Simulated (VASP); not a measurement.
Ga, 1 atom in the cell. It takes space group I4/mmm (No. 139, tetragonal). Conventional cell: a = 3.026 Å, b = 3.026 Å, c = 4.714 Å, α = 90.00°, β = 90.00°, γ = 90.00°. Within 4.0 Å of Ga (site symmetry 4/mmm) lie 12 Ga at 3.03 to 3.18 Å. 

* Program: VASP 6.6.1
* Task: single point
* Functional: BLYP
* Potentials or basis: VASP PAW PBE potentials, release 64 (Ga_d)
* Cutoff: 520 eV
* k mesh: 13 × 13 × 13
* Occupations: fermi-dirac, width 0.05 eV
* Spin: no spin polarisation
* Dipole correction: no
* Further INCAR settings: ALGO = Fast; EDIFF = 1e-06; NBANDS = 12

Potentials or basis: VASP PAW PBE potentials, release 64 (Ga_d).

The run is started by

```console
$ cat potpaw_PBE.64/Ga_d/POTCAR > POTCAR
$ mpirun -np 1 vasp_std > vasp.out
```

Hardware: 1 thread of Intel(R) Xeon(R) 6975P-C (Granite Rapids), on a shared host.

Q: Estimate the wall time of this run.

A: Wall time 16 s on 1 thread of Intel(R) Xeon(R) 6975P-C (Granite Rapids), on a shared host, peak memory 0.17 GiB. Counts: scf iterations 11, k points 196.
